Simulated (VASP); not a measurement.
# Si62P (a cell with a defect) in VASP: further runs, part 2 of 2

VASP 6.6.1. Earlier steps stand in the parts before.

## (3) Single point, PBE

File INCAR:

```
SYSTEM = Si62P
PREC = Accurate ; ENCUT = 520
EDIFF = 1E-7 ; ISMEAR = 0
SIGMA = 0.02 ; LREAL = Auto
LASPH = .TRUE. ; NELM = 80
ALGO = Normal ; ISIF = 2
LWAVE = .FALSE. ; LCHARG = .FALSE.
GGA = PE ; NELECT = 254.0
NBANDS = 164
```

File KPOINTS:

```
Automatic mesh
0
G
  1 1 1
  0 0 0
```

File POSCAR:

```
Si62P
1.0
   10.8600000000      0.0000000000      0.0000000000
    0.0000000000     10.8600000000      0.0000000000
    0.0000000000      0.0000000000     10.8600000000
Si P
62 1
Direct
    0.5012543233     -0.0012543233     -0.0012543233
    0.6266108446      0.1245137862      0.1245137862
    0.7533052805      0.2509489793      0.0022995107
    0.8803951387      0.3753742867      0.1309143032
    0.7533052805      0.0022995107      0.2509489793
    0.8803951387      0.1309143032      0.3753742867
    0.0020262809     -0.0014875249     -0.0014875249
    0.1259636658      0.1247983304      0.1247983304
    0.2510942671      0.2489057329     -0.0011902163
    0.3752016696      0.3740363342      0.1247983304
    0.5014875249      0.4979737191     -0.0014875249
    0.6249604467      0.6233085190      0.1269210524
    0.7492278941      0.7507721059      0.0026200385
    0.8766914810      0.8750395533      0.1269210524
    0.2510942671     -0.0011902163      0.2489057329
    0.3752016696      0.1247983304      0.3740363342
    0.5011902163      0.2489057329      0.2489057329
    0.6241179762      0.3751044381      0.3751044381
    0.7526717420      0.4996161929      0.2539989178
    0.8764784294      0.6235215706      0.3843099419
    0.5014875249     -0.0014875249      0.4979737191
    0.6249604467      0.1269210524      0.6233085190
    0.7526717420      0.2539989178      0.4996161929
    0.8764784294      0.3843099419      0.6235215706
    0.7492278941      0.0026200385      0.7507721059
    0.8766914810      0.1269210524      0.8750395533
    0.0005594849      0.4994405151      0.0009514988
    0.1246257133      0.6196048613      0.1309143032
    0.2490510207      0.7466947195      0.0022995107
    0.3754862138      0.8733891554      0.1245137862
    0.0148942879      0.2550197371      0.2550197371
    0.2449802629      0.4851057121      0.2550197371
    0.3690856968      0.6196048613      0.3753742867
    0.4977004893      0.7466947195      0.2509489793
    0.6260197138      0.8739802862      0.3737738872
    0.0005594849      0.0009514988      0.4994405151
    0.1246257133      0.1309143032      0.6196048613
    0.2449802629      0.2550197371      0.4851057121
    0.3690856968      0.3753742867      0.6196048613
    0.4990485012      0.4994405151      0.4994405151
    0.6218827709      0.6260950418      0.6260950418
    0.7489277489      0.7510722511      0.5027524311
    0.8739049582      0.8781172291      0.6260950418
    0.2490510207      0.0022995107      0.7466947195
    0.3754862138      0.1245137862      0.8733891554
    0.4977004893      0.2509489793      0.7466947195
    0.6260197138      0.3737738872      0.8739802862
    0.7489277489      0.5027524311      0.7510722511
    0.8739049582      0.6260950418      0.8781172291
    0.0003838071      0.7473282580      0.2539989178
    0.1248955619      0.8758820238      0.3751044381
    0.1156900581      0.6235215706      0.6235215706
    0.2460010822      0.7473282580      0.4996161929
    0.3730789476      0.8750395533      0.6233085190
    0.0003838071      0.2539989178      0.7473282580
    0.1248955619      0.3751044381      0.8758820238
    0.2460010822      0.4996161929      0.7473282580
    0.3730789476      0.6233085190      0.8750395533
    0.4973799615      0.7507721059      0.7507721059
    0.6252758983      0.8747241017      0.8747241017
   -0.0027524311      0.7510722511      0.7510722511
    0.1262261128      0.8739802862      0.8739802862
    0.0037623827      0.4962376173      0.4962376173
```

Potentials or basis: VASP PAW PBE potentials, release 64 (Si, P).

On the command line:

```bash
$ cat potpaw_PBE.64/Si/POTCAR potpaw_PBE.64/P/POTCAR > POTCAR
$ mpirun -np 1 vasp_gam > vasp.out
```

OUTCAR:

```text
SYSTEM = Si62P
   PREC = Accurate
   ENCUT = 520
   EDIFF = 1E-7
   ISMEAR = 0
   LREAL = Auto
   LASPH = .TRUE.
   NELM = 80
   ISIF = 2
   GGA = PE
   NELECT = 254.0

 ion  position               nearest neighbor table
   1  0.501  0.999  0.999-  60 2.33  30 2.36  45 2.36   2 2.36
   2  0.627  0.125  0.125-  17 2.35   5 2.35   3 2.35   1 2.36
   3  0.753  0.251  0.002-  26 2.35   2 2.35  47 2.37   4 2.38
   4  0.880  0.375  0.131-  27 2.35  19 2.35  31 2.38   3 2.38
   5  0.753  0.002  0.251-  14 2.35   2 2.35  35 2.37   6 2.38
   6  0.880  0.131  0.375-  36 2.35  23 2.35  31 2.38   5 2.38
[... 54 lines left out ...]
  61  0.997  0.751  0.751-  52 2.34  62 2.35  43 2.35  49 2.35
  62  0.126  0.874  0.874-   7 2.34  61 2.35  44 2.37  29 2.37
  63  0.004  0.496  0.496-  20 2.30  24 2.30  52 2.30

  LATTYP: Found a simple cubic cell.
 ALAT       =    10.8600000000

  Lattice vectors:

 A1 = (  10.8600000000,   0.0000000000,   0.0000000000)
 A2 = (   0.0000000000,  10.8600000000,   0.0000000000)
 A3 = (   0.0000000000,   0.0000000000,  10.8600000000)
[... 280 lines left out ...]
 fundamental gap:      0.0991674551
 Fermi energy:         6.3100214498

 k-point     1 :       0.0000    0.0000    0.0000
  band No.  band energies     occupation
      1      -6.3420      2.00000
      2      -5.7652      2.00000
      3      -5.1674      2.00000
      4      -5.1674      2.00000
      5      -5.1306      2.00000
      6      -5.1306      2.00000
[... 131 lines left out ...]
    138       6.9223      0.00000
    139       6.9469      0.00000
 [bands above 139 left out]

------------------------ aborting loop because EDIFF is reached ----------------------------------------

  FORCE on cell =-STRESS in cart. coord.  units (eV):
  Direction    XX          YY          ZZ          XY          YZ          ZX
  --------------------------------------------------------------------------------------
  -------------------------------------------------------------------------------------
  Total       22.4324972     22.4324972     22.4324972     -6.9159503      6.9159503     -6.9159503
  in kB       28.0607147     28.0607147     28.0607147     -8.6511327      8.6511327     -8.6511327
  external PRESSURE =      28.0607147 kB  Pullay stress =       0.0000000 kB

 VOLUME and BASIS-vectors are now :
 -----------------------------------------------------------------------------
  energy-cutoff  :      520.00
  volume of cell :     1280.82
      direct lattice vectors                 reciprocal lattice vectors
    10.860000000  0.000000000  0.000000000     0.092081031  0.000000000  0.000000000
     0.000000000 10.860000000  0.000000000     0.000000000  0.092081031  0.000000000
     0.000000000  0.000000000 10.860000000     0.000000000  0.000000000  0.092081031

 POSITION                                       TOTAL-FORCE (eV/Angst)
 -----------------------------------------------------------------------------------
      5.44362     10.84638     10.84638        -0.008028      0.008028      0.008028
      6.80499      1.35222      1.35222         0.002684     -0.004100     -0.004100
      8.18090      2.72531      0.02497        -0.007719      0.004402      0.000328
      9.56109      4.07656      1.42173        -0.002376     -0.004799     -0.005338
      8.18090      0.02497      2.72531        -0.007719      0.000328      0.004402
      9.56109      1.42173      4.07656        -0.002376     -0.005338     -0.004799
[... 55 lines left out ...]
      1.37082      9.49143      9.49143        -0.003242     -0.000355     -0.000355
      0.04086      5.38914      5.38914        -0.011998      0.011998      0.011998
 -----------------------------------------------------------------------------------
    total drift:                               -0.011033      0.011033      0.011033

  FREE ENERGIE OF THE ION-ELECTRON SYSTEM (eV)
  ---------------------------------------------------
  free  energy   TOTEN  =      -326.5214449017 eV

  energy  without entropy=     -326.4988773183  energy(sigma->0) =     -326.51016111
```

OSZICAR:

```text
N       E                     dE             d eps       ncg     rms          rms(c)
DAV:   1     0.129642866115E+04    0.12964E+04   -0.11058E+05   328   0.136E+03
DAV:   2    -0.151858337233E+03   -0.14483E+04   -0.13659E+04   424   0.219E+02
DAV:   3    -0.326854699420E+03   -0.17500E+03   -0.16670E+03   408   0.646E+01
DAV:   4    -0.332876893897E+03   -0.60222E+01   -0.59650E+01   392   0.142E+01
DAV:   5    -0.333017819262E+03   -0.14093E+00   -0.14040E+00   392   0.245E+00    0.277E+01
DAV:   6    -0.328379926491E+03    0.46379E+01   -0.31360E+00   376   0.281E+00    0.170E+01
DAV:   7    -0.326485199633E+03    0.18947E+01   -0.53885E+00   360   0.386E+00    0.140E+00
DAV:   8    -0.326506164205E+03   -0.20965E-01   -0.29855E-01   392   0.114E+00    0.881E-01
DAV:   9    -0.326510458332E+03   -0.42941E-02   -0.40443E-02   360   0.382E-01    0.525E-01
DAV:  10    -0.326518642990E+03   -0.81847E-02   -0.14964E-02   392   0.225E-01    0.225E-01
DAV:  11    -0.326520687403E+03   -0.20444E-02   -0.18676E-03   368   0.847E-02    0.115E-01
DAV:  12    -0.326521359849E+03   -0.67245E-03   -0.81894E-04   360   0.581E-02    0.433E-02
DAV:  13    -0.326521437763E+03   -0.77914E-04   -0.14875E-04   384   0.241E-02    0.166E-02
DAV:  14    -0.326521441497E+03   -0.37339E-05   -0.14360E-05   384   0.785E-03    0.805E-03
DAV:  15    -0.326521443996E+03   -0.24994E-05   -0.49289E-06   384   0.404E-03    0.339E-03
DAV:  16    -0.326521444648E+03   -0.65219E-06   -0.73696E-07   376   0.165E-03    0.202E-03
DAV:  17    -0.326521444924E+03   -0.27521E-06   -0.12684E-07   240   0.714E-04    0.690E-04
DAV:  18    -0.326521444902E+03    0.21915E-07   -0.46804E-08   200   0.457E-04
   1 F= -.32652144E+03 E0= -.32651016E+03  d E =-.225676E-01
```

Wall time 4.2 min (1 thread of AMD EPYC 9R45 (Zen 5), shared host); peak memory 1 GiB.

Results:

```
Free energy   : -326.5214 eV
Largest force : 0.021 eV/Å
```

Forces in eV/Å, atoms in the order of the input:
```
Si  -0.008  0.008  0.008
Si   0.003 -0.004 -0.004
Si  -0.008  0.004  0.000
Si  -0.002 -0.005 -0.005
Si  -0.008  0.000  0.004
Si  -0.002 -0.005 -0.005
Si  -0.006  0.002  0.002
Si   0.001 -0.002 -0.002
Si  -0.002  0.002  0.007
Si   0.002 -0.001 -0.002
Si  -0.002  0.006  0.002
Si   0.003 -0.008  0.001
Si  -0.005  0.005 -0.003
Si   0.008 -0.003  0.001
Si  -0.002  0.007  0.002
Si   0.002 -0.002 -0.001
Si  -0.007  0.002  0.002
Si  -0.007  0.000  0.000
Si   0.005 -0.007  0.002
Si   0.008 -0.008  0.002
Si  -0.002  0.002  0.006
Si   0.003  0.001 -0.008
Si   0.005  0.002 -0.007
Si   0.008  0.002 -0.008
Si  -0.005 -0.003  0.005
Si   0.008  0.001 -0.003
Si   0.000  0.000  0.002
Si   0.005  0.002 -0.005
Si  -0.004  0.008  0.000
Si   0.004 -0.003 -0.004
Si   0.006  0.007  0.007
Si  -0.007 -0.006  0.007
Si   0.005  0.002 -0.005
Si   0.000  0.008  0.004
Si   0.000  0.000  0.003
Si   0.000  0.002  0.000
Si   0.005 -0.005  0.002
Si  -0.007  0.007 -0.006
Si   0.005 -0.005  0.002
Si  -0.002  0.000  0.000
Si   0.001 -0.006 -0.006
Si  -0.003  0.003 -0.003
Si   0.006 -0.001 -0.006
Si  -0.004  0.000  0.008
Si   0.004 -0.004 -0.003
Si   0.000  0.004  0.008
Si   0.000  0.003  0.000
Si  -0.003 -0.003  0.003
Si   0.006 -0.006 -0.001
Si   0.007 -0.005  0.002
Si   0.000  0.007  0.000
Si  -0.002 -0.008 -0.008
Si  -0.002 -0.005 -0.007
Si  -0.001 -0.003 -0.008
Si   0.007  0.002 -0.005
Si   0.000  0.000  0.007
Si  -0.002 -0.007 -0.005
Si  -0.001 -0.008 -0.003
Si   0.003  0.005  0.005
Si   0.000  0.000  0.000
Si   0.003  0.003  0.003
Si  -0.003  0.000  0.000
P   -0.012  0.012  0.012
```

Levels at points of the mesh, in eV from the Fermi level:
```tsv
k point	band 125	band 126	band 127	band 128	band 129	band 130	band 131	band 132
(0.00, 0.00, 0.00)	-0.87	-0.49	0.00	0.00	0.10	0.10	0.10	0.20
```

Caveat: the k points lie up to 0.58 Å⁻¹ apart; the cell carries a net charge on a neutralising background, which shifts energy and pressure; the cell is charged against a uniform background, so pressure and absolute levels hang on convention.
